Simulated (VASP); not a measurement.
Set up this calculation in VASP 6.6.1, as the native input.

| Item | Value |
| --- | --- |
| Task | single point |
| Functional | PBE |
| Potentials or basis | VASP PAW PBE potentials, release 64 (Ga_d) |
| Cutoff | 520 eV |
| k mesh | 8 × 8 × 8 |
| Occupations | gaussian, width 0.05 eV |
| Spin | no spin polarisation |
| Dipole correction | no |
| Further INCAR settings | ALGO = Normal; EDIFF = 1e-07; NBANDS = 12 |

The structure of Ga lies in POSCAR:

```
Ga
1.0
   -1.6880551762      1.6880551762      1.6880551762
    1.6880551762     -1.6880551762      1.6880551762
    1.6880551762      1.6880551762     -1.6880551762
Ga
1
Direct
    0.0000000000      0.0000000000      0.0000000000
```

These files were run (other wordings do the same):

INCAR

```
PREC = Accurate
ENCUT = 520
EDIFF = 1E-7
ISMEAR = 0
SIGMA = 0.05
LREAL = False
LASPH = True
NELM = 60
ALGO = Normal
ISIF = 2
LWAVE = False
LCHARG = False
GGA = PE
NBANDS = 12
```

KPOINTS

```
Automatic mesh
0
Gamma
  8 8 8
```

Potentials or basis: VASP PAW PBE potentials, release 64 (Ga_d).

Launch:

```bash
$ cat potpaw_PBE.64/Ga_d/POTCAR > POTCAR
$ mpirun -np 1 vasp_std > vasp.out
```

It gave:

The pressure is 0.1 GPa.

It took 7.9 s on 1 thread of Intel Xeon 8259CL, with other jobs on the host, peak memory 0.13 GiB.
